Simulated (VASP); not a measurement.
Set up this calculation in VASP 6.6.1, as the native input.

```
Task                   : single point
Functional             : r2SCAN
Potentials or basis    : VASP PAW PBE potentials, release 64 (Hg)
Cutoff                 : 520 eV
k mesh                 : 11 × 11 × 11
Occupations            : fermi-dirac, width 0.1 eV
Spin                   : no spin polarisation
Dipole correction      : no
Further INCAR settings : ALGO = Normal; EDIFF = 1e-07; NBANDS = 12
```

Crystal: Hg.

```
Hg
1.0
     3.02467    0.00000    0.00000
     0.00000    3.02467    0.00000
     0.00000    0.00000    3.02467
Hg
1
Direct
  0.00000 0.00000 0.00000
```

The input as run:

POSCAR

```
Hg
1.0
    3.0246685897      0.0000000000      0.0000000000
    0.0000000000      3.0246685897      0.0000000000
    0.0000000000      0.0000000000      3.0246685897
Hg
1
Direct
    0.0000000000      0.0000000000      0.0000000000
```

INCAR.step1

```
SYSTEM = Hg
PREC = Accurate
ENCUT = 520
ISMEAR = -1
SIGMA = 0.1
LREAL = .FALSE.
LASPH = .TRUE.
NELM = 80
NBANDS = 12
GGA = PE
ALGO = Normal
EDIFF = 1E-4
LWAVE = .TRUE.
LCHARG = .FALSE.
```

INCAR.step2

```
SYSTEM = Hg
PREC = Accurate
ENCUT = 520
EDIFF = 1E-7
ISMEAR = -1
SIGMA = 0.1
LREAL = .FALSE.
LASPH = .TRUE.
NELM = 80
ALGO = Normal
ISIF = 2
LWAVE = .FALSE.
LCHARG = .FALSE.
METAGGA = R2SCAN
LMIXTAU = .TRUE.
NBANDS = 12
ISTART = 1
```

KPOINTS

```
regular mesh
0
G
  11 11 11
  0 0 0
```

Potentials or basis: VASP PAW PBE potentials, release 64 (Hg).

Run with:

```sh
$ cat potpaw_PBE.64/Hg/POTCAR > POTCAR
$ cp INCAR.step1 INCAR
$ mpirun -np 1 vasp_std > vasp.out
$ cp INCAR.step2 INCAR
$ mpirun -np 1 vasp_std > vasp.out
```

Results of the run:

- Pressure: 0.0 GPa
- Band gap on the k mesh: zero (band 6 reaches 4.55 eV, above the bottom of band 7 at 0.63 eV)

Caveat: the PAW data sets were made with another functional, which shifts forces and pressure a little; spin-orbit coupling is left out, which moves the levels of the heavy elements.

It took 15 s on 1 thread of Intel(R) Xeon(R) 6975P-C (Granite Rapids), with other jobs on the host, peak memory 0.15 GiB.
